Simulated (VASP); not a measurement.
# SnO in VASP: single point with PBE+D3(BJ)

Aim: the single point of SnO with PBE+D3(BJ).

All numbers are computed with VASP 6.6.1; they aren't measurements. Logs are shortened: lines on timing, memory, paths and dates and some standing lists are left out, and cuts for length are marked.

**1. The cell of the first run**

The cell holds a slab with vacuum, 8 atoms: a = 3.820 Å, b = 3.820 Å, c = 22.226 Å, α = 90.00°, β = 90.00°, γ = 90.00°.

**2. Single point, PBE+D3(BJ)**

The input, INCAR:

```
ALGO = Normal
DIPOL = 0.5 0.5 0.407
EDIFF = 1E-6
ENCUT = 1000
GGA = PE
GGA_COMPAT = F
IDIPOL = 3
ISIF = 2
ISMEAR = 0
IVDW = 12
LASPH = T
LCHARG = F
LDIPOL = T
LREAL = F
LWAVE = F
NBANDS = 50
NELM = 120
NELMDL = -8
PREC = Accurate
SIGMA = 0.05
```

The input, KPOINTS:

```
k-points
0
Gamma
  7 7 1
```

The input, POSCAR:

```
SnO
1.0
    3.8201630995      0.0000000000      0.0000000000
    0.0000000000      3.8201630995      0.0000000000
    0.0000000000      0.0000000000     22.2260821294
Sn O
4 4
Direct
    0.7500000000      0.2500000000      0.2024648327
    0.2500000000      0.7500000000      0.3087832136
    0.2500000000      0.7500000000      0.5044992185
    0.7500000000      0.2500000000      0.6108175994
    0.2500000000      0.2500000000      0.2556240231
    0.7500000000      0.7500000000      0.2556240231
    0.7500000000      0.7500000000      0.5576584089
    0.2500000000      0.2500000000      0.5576584089
```

Potentials or basis: VASP PAW PBE potentials, release 64 (Sn_d, O_h).

Command:

```
$ cat potpaw_PBE.64/Sn_d/POTCAR potpaw_PBE.64/O_h/POTCAR > POTCAR
$ mpirun -np 1 vasp_std > vasp.out
```

OUTCAR:

```text
EDIFF = 1E-6
   ENCUT = 1000
   GGA = PE
   ISIF = 2
   ISMEAR = 0
   IVDW = 12
   LASPH = T
   LREAL = F
   NELM = 120
   NELMDL = -8
   PREC = Accurate
 IVDW          = 12

 ion  position               nearest neighbor table
   1  0.750  0.250  0.202-   5 2.25   6 2.25   6 2.25   5 2.25   2 3.59   2 3.59   2 3.59   2 3.59

   2  0.250  0.750  0.309-   5 2.25   6 2.25   5 2.25   6 2.25   1 3.59   1 3.59   1 3.59   1 3.59

   3  0.250  0.750  0.504-   7 2.25   8 2.25   8 2.25   7 2.25   4 3.59   4 3.59   4 3.59   4 3.59

   4  0.750  0.250  0.611-   7 2.25   8 2.25   7 2.25   8 2.25   3 3.59   3 3.59   3 3.59   3 3.59

   5  0.250  0.250  0.256-   1 2.25   1 2.25   2 2.25   2 2.25
   6  0.750  0.750  0.256-   1 2.25   1 2.25   2 2.25   2 2.25
   7  0.750  0.750  0.558-   3 2.25   3 2.25   4 2.25   4 2.25
   8  0.250  0.250  0.558-   3 2.25   3 2.25   4 2.25   4 2.25

  LATTYP: Found a simple tetragonal cell.
 ALAT       =     3.8201630995
 C/A-ratio  =     5.8180976965

  Lattice vectors:

 A1 = (   3.8201630995,   0.0000000000,   0.0000000000)
 A2 = (   0.0000000000,   3.8201630995,   0.0000000000)
 A3 = (   0.0000000000,   0.0000000000,  22.2260821294)

Analysis of symmetry for initial positions (statically):
=====================================================================
 Subroutine PRICEL returns:
 Original cell was already a primitive cell.

 Routine SETGRP: Setting up the symmetry group for a
 simple tetragonal supercell.

 Subroutine GETGRP returns: Found 16 space group operations
 (whereof  2 operations were pure point group operations)
 out of a pool of 16 trial point group operations.

The static configuration has the point symmetry C_1h.
 The point group associated with its full space group is D_4h.

Analysis of symmetry for dynamics (positions and initial velocities):
=====================================================================
 Subroutine PRICEL returns:
 Original cell was already a primitive cell.

 Routine SETGRP: Setting up the symmetry group for a
 simple tetragonal supercell.

 Subroutine GETGRP returns: Found 16 space group operations
 (whereof  2 operations were pure point group operations)
 out of a pool of 16 trial point group operations.

The dynamic configuration has the point symmetry C_1h.
 The point group associated with its full space group is D_4h.

 Subroutine INISYM returns: Found 16 space group operations
 (whereof  2 operations are pure point group operations),
 and found     1 'primitive' translations

----------------------------------------------------------------------------------------

                                     Primitive cell

  volume of cell :     324.3596

  direct lattice vectors                    reciprocal lattice vectors
     3.820163100  0.000000000  0.000000000     0.261768928  0.000000000  0.000000000
     0.000000000  3.820163100  0.000000000     0.000000000  0.261768928  0.000000000
     0.000000000  0.000000000 22.226082129     0.000000000  0.000000000  0.044992185

  length of vectors
     3.820163100  3.820163100 22.226082129     0.261768928  0.261768928  0.044992185

  position of ions in fractional coordinates (direct lattice)
     0.750000000  0.250000000  0.202464833
     0.250000000  0.750000000  0.308783214
     0.250000000  0.750000000  0.504499219
     0.750000000  0.250000000  0.610817599
     0.250000000  0.250000000  0.255624023
     0.750000000  0.750000000  0.255624023
     0.750000000  0.750000000  0.557658409
     0.250000000  0.250000000  0.557658409

  ion indices of the primitive-cell ions
   primitive index   ion index
                 1           1
                 2           2
                 3           3
                 4           4
                 5           5
                 6           6
                 7           7
                 8           8

----------------------------------------------------------------------------------------

 KPOINTS: k-points

Automatic generation of k-mesh.
 Grid dimensions read from file:
 generate k-points for:    7    7    1

 Generating k-lattice:

  Cartesian coordinates                     Fractional coordinates (reciprocal lattice)
     0.037395561  0.000000000  0.000000000     0.142857143  0.000000000  0.000000000
     0.000000000  0.037395561  0.000000000     0.000000000  0.142857143  0.000000000
     0.000000000  0.000000000  0.044992185     0.000000000  0.000000000  1.000000000

  Length of vectors
     0.037395561  0.037395561  0.044992185

  Shift w.r.t. Gamma in fractional coordinates (k-lattice)
     0.000000000  0.000000000  0.000000000

 Subroutine IBZKPT returns following result:
 ===========================================

 Found     10 irreducible k-points:

 Following reciprocal coordinates:
            Coordinates               Weight
  0.000000  0.000000  0.000000      1.000000
  0.142857  0.000000  0.000000      4.000000
  0.285714  0.000000  0.000000      4.000000
  0.428571  0.000000  0.000000      4.000000
  0.142857  0.142857  0.000000      4.000000
  0.285714  0.142857  0.000000      8.000000
  0.428571  0.142857  0.000000      8.000000
  0.285714  0.285714  0.000000      4.000000
  0.428571  0.285714  0.000000      8.000000
  0.428571  0.428571  0.000000      4.000000
   k-points           NKPTS =     10   k-points in BZ     NKDIM =     10   number of bands    NBANDS=     50
   number of dos      NEDOS =    301   number of ions     NIONS =      8
   total plane-waves  NPLWV = 384000
   dimension x,y,z NGX =    40 NGY =   40 NGZ =  240
   dimension x,y,z NGXF=    80 NGYF=   80 NGZF=  480
   ions per type =               4   4
   NGX,Y,Z   is equivalent  to a cutoff of  17.41, 17.41, 17.95 a.u.
   NGXF,Y,Z  is equivalent  to a cutoff of  34.81, 34.81, 35.90 a.u.
 SYSTEM =  unknown system
   PREC   = accura    normal or accurate (medium, high low for compatibility)
   ISTART =      0    job   : 0-new  1-cont  2-samecut
   ICHARG =      2    charge: 1-file 2-atom 10-const
   ISPIN  =      1    spin polarized calculation?
   LNONCOLLINEAR =      F non collinear calculations
   LSORBIT =      F    spin-orbit coupling
   LASPH  =      T    aspherical Exc in radial PAW
   ENCUT  = 1000.0 eV  73.50 Ry    8.57 a.u.   9.85  9.85 57.31*2*pi/ulx,y,z
   NELM   =    120;   NELMIN=  2; NELMDL= -8     # of ELM steps
   EDIFF  = 0.1E-05   stopping-criterion for ELM
   LREAL  =      F    real-space projection
   EDIFFG = 0.1E-04   stopping-criterion for IOM
   NSW    =      0    number of steps for IOM
   IBRION =     -1    ionic relax: 0-MD 1-quasi-New 2-CG
   NFREE  =      0    steps in history (QN), initial steepest desc. (CG)
   ISIF   =      2    stress and relaxation
   ISYM   =      2    0-nonsym 1-usesym 2-fastsym
   POTIM  = 0.5000    time-step for ionic-motion
   TEBEG  =    0.0;   TEEND  =   0.0 temperature during run
   PSTRESS=    0.0 pullay stress
   NELECT =      80.0000    total number of electrons
   NUPDOWN=      -1.0000    fix difference up-down
   EMIN   =  10.00;   EMAX   =-10.00  energy-range for DOS
   EFERMI =   0.00;   METHOD = LEGACY
   ISMEAR =     0;   SIGMA  =   0.05  broadening in eV -4-tet -1-fermi 0-gaus
   EFERMI_NEDOS =   21; number of points for ismear=-14 and -15
   IALGO  =     38    algorithm
   IMIX   =      4    mixing-type and parameters
     AMIX     =   0.40;   BMIX     =  1.00
     AMIX_MAG =   1.60;   BMIX_MAG =  1.00
  volume/ion in A,a.u.               =      40.54       273.61
  Fermi-wavevector in a.u.,A,eV,Ry     =   1.026666  1.940118 14.341131  1.054043
  Thomas-Fermi vector in A             =   2.160571
   LORBIT       =      0    0 simple, 1 ext, 2 COOP (PROOUT), +10 PAW based schemes
   GGA     = PE    functional components
   LHFCALC =     F    Hartree Fock is set to
   AEXX    =    0.0000 exact exchange contribution
   IVDW    =    12    specifies the selected vdW correction
   LEPSILON=     F    determine dielectric tensor
   LRPA    =     F    only Hartree local field effects (RPA)
 non-spin polarized calculation
 Gauss-broadening in eV      SIGMA  =   0.05
  energy-cutoff  :     1000.00
  volume of cell :      324.36
 maximum number of plane-waves:     23352
 NGX is ok and might be reduce to    40
   NGX = 19   NGY = 19   NGZ =115

 dipolmoment           0.000000      0.000000      0.000060 electrons x Angstroem

 number of electron      79.9999988 magnetization

 dipolmoment           0.000000      0.000000     -0.000001 electrons x Angstroem

 Free energy of the ion-electron system (eV)
  ---------------------------------------------------
  ext. energy  EPLUGINS =         0.00000000
  ---------------------------------------------------
  free energy    TOTEN  =       -45.16397328 eV

  energy without entropy =      -45.16397328  energy(sigma->0) =      -45.16397328

 E-fermi :   0.1561     XC(G=0):  -5.3275

 val. band max:       -0.1160260471   @ k =   0.1429   0.1429   0.0000
 cond. band min:       2.4013485478   @ k =   0.4286   0.0000   0.0000
 fundamental gap:      2.5173745949
 Fermi energy:         0.1561305014

 k-point     1 :       0.0000    0.0000    0.0000
  band No.  band energies     occupation
      1     -20.9459      2.00000
      2     -20.9459      2.00000
      3     -20.5854      2.00000
      4     -20.5854      2.00000
      5     -20.5482      2.00000
      6     -20.5482      2.00000
[... 42 lines left out ...]
     49       5.3214      0.00000
     50       5.3214      0.00000

 k-point     2 :       0.1429    0.0000    0.0000
  band No.  band energies     occupation
      1     -20.9370      2.00000
      2     -20.9369      2.00000
      3     -20.5861      2.00000
      4     -20.5860      2.00000
      5     -20.5499      2.00000
      6     -20.5495      2.00000
[... 42 lines left out ...]
     49       5.4988      0.00000
     50       5.7422      0.00000

 k-point     3 :       0.2857    0.0000    0.0000
  band No.  band energies     occupation
      1     -20.9121      2.00000
      2     -20.9120      2.00000
      3     -20.6828      2.00000
      4     -20.6824      2.00000
      5     -20.5540      2.00000
      6     -20.5537      2.00000
[... 42 lines left out ...]
     49       5.7196      0.00000
     50       5.8309      0.00000

 k-point     4 :       0.4286    0.0000    0.0000
  band No.  band energies     occupation
      1     -20.8684      2.00000
      2     -20.8682      2.00000
      3     -20.7937      2.00000
      4     -20.7934      2.00000
      5     -20.5569      2.00000
      6     -20.5567      2.00000
[... 42 lines left out ...]
     49       6.4894      0.00000
     50       6.6580      0.00000

 k-point     5 :       0.1429    0.1429    0.0000
  band No.  band energies     occupation
      1     -20.9294      2.00000
      2     -20.9293      2.00000
      3     -20.5987      2.00000
      4     -20.5982      2.00000
      5     -20.5727      2.00000
      6     -20.5726      2.00000
[... 42 lines left out ...]
     49       5.3554      0.00000
     50       5.6743      0.00000

 k-point     6 :       0.2857    0.1429    0.0000
  band No.  band energies     occupation
      1     -20.9086      2.00000
      2     -20.9085      2.00000
      3     -20.7067      2.00000
      4     -20.7063      2.00000
      5     -20.5553      2.00000
      6     -20.5552      2.00000
[... 42 lines left out ...]
     49       5.5167      0.00000
     50       5.6764      0.00000

 k-point     7 :       0.4286    0.1429    0.0000
  band No.  band energies     occupation
      1     -20.8715      2.00000
      2     -20.8713      2.00000
      3     -20.8059      2.00000
      4     -20.8055      2.00000
      5     -20.5551      2.00000
      6     -20.5548      2.00000
[... 42 lines left out ...]
     49       6.1027      0.00000
     50       6.2613      0.00000

 k-point     8 :       0.2857    0.2857    0.0000
  band No.  band energies     occupation
      1     -20.9000      2.00000
      2     -20.8998      2.00000
      3     -20.7724      2.00000
      4     -20.7720      2.00000
      5     -20.5479      2.00000
      6     -20.5476      2.00000
[... 42 lines left out ...]
     49       5.3726      0.00000
     50       5.7584      0.00000

 k-point     9 :       0.4286    0.2857    0.0000
  band No.  band energies     occupation
      1     -20.8813      2.00000
      2     -20.8809      2.00000
      3     -20.8393      2.00000
      4     -20.8389      2.00000
      5     -20.5505      2.00000
      6     -20.5503      2.00000
[... 42 lines left out ...]
     49       5.7318      0.00000
     50       6.2587      0.00000

 k-point    10 :       0.4286    0.4286    0.0000
  band No.  band energies     occupation
      1     -20.8872      2.00000
      2     -20.8868      2.00000
      3     -20.8733      2.00000
      4     -20.8728      2.00000
      5     -20.5523      2.00000
      6     -20.5521      2.00000
[... 42 lines left out ...]
     49       6.0576      0.00000
     50       6.0989      0.00000

------------------------ aborting loop because EDIFF is reached ----------------------------------------

 vacuum level on the upper side and lower side of the slab       (xc-potential included)        -0.146        -0.146

 Edisp (eV)   -1.22479

 E8    (eV) :    -0.5411

  FORCE on cell =-STRESS in cart. coord.  units (eV):
  Direction    XX          YY          ZZ          XY          YZ          ZX
  --------------------------------------------------------------------------------------
  -------------------------------------------------------------------------------------
  Total       0.29446     0.29446     0.48927     0.00000     0.00000    -0.00000
  in kB       1.45450     1.45450     2.41676     0.00000     0.00000    -0.00000
  external pressure =        1.78 kB  Pullay stress =        0.00 kB

 VOLUME and BASIS-vectors are now :
 -----------------------------------------------------------------------------
  energy-cutoff  :     1000.00
  volume of cell :      324.36
      direct lattice vectors                 reciprocal lattice vectors
     3.820163100  0.000000000  0.000000000     0.261768928  0.000000000  0.000000000
     0.000000000  3.820163100  0.000000000     0.000000000  0.261768928  0.000000000
     0.000000000  0.000000000 22.226082129     0.000000000  0.000000000  0.044992185

 POSITION                                       TOTAL-FORCE (eV/Angst)
 -----------------------------------------------------------------------------------
      2.86512      0.95504      4.50000         0.000000      0.000000     -0.078294
      0.95504      2.86512      6.86304        -0.000000     -0.000000      0.053343
      0.95504      2.86512     11.21304        -0.000000     -0.000000     -0.053343
      2.86512      0.95504     13.57608         0.000000     -0.000000      0.078294
      0.95504      0.95504      5.68152        -0.000000      0.000000     -0.001720
      2.86512      2.86512      5.68152        -0.000000     -0.000000     -0.001720
      2.86512      2.86512     12.39456        -0.000000     -0.000000      0.001720
      0.95504      0.95504     12.39456        -0.000000      0.000000      0.001720
 -----------------------------------------------------------------------------------
    total drift:                               -0.000000      0.000000     -0.000323

  FREE ENERGIE OF THE ION-ELECTRON SYSTEM (eV)
  ---------------------------------------------------
  free  energy   TOTEN  =       -46.3887659852 eV

  energy  without entropy=      -46.3887659852  energy(sigma->0) =      -46.38876599

 vacuum level on the upper side and lower side of the slab         4.911         4.911
```

It took 8.9 min on 1 thread of Intel Xeon 6975P-C (Granite Rapids), shared host; peak memory 0.9 GiB.

What came out:

```yaml
Free_energy: -46.3888 eV
Largest_force: 0.078 eV/Å
Band_gap_on_the_k_mesh: 2.52 eV (least direct gap 2.58 eV)
Dispersion_energy_per_atom: -0.153 eV
```

Forces in eV/Å, atoms in the order of the input:
```
Sn   0.000  0.000 -0.078
Sn   0.000  0.000  0.053
Sn   0.000  0.000 -0.053
Sn   0.000  0.000  0.078
O    0.000  0.000 -0.002
O    0.000  0.000 -0.002
O    0.000  0.000  0.002
O    0.000  0.000  0.002
```

Caveat: spin-orbit coupling is left out, which moves the levels of the heavy elements.
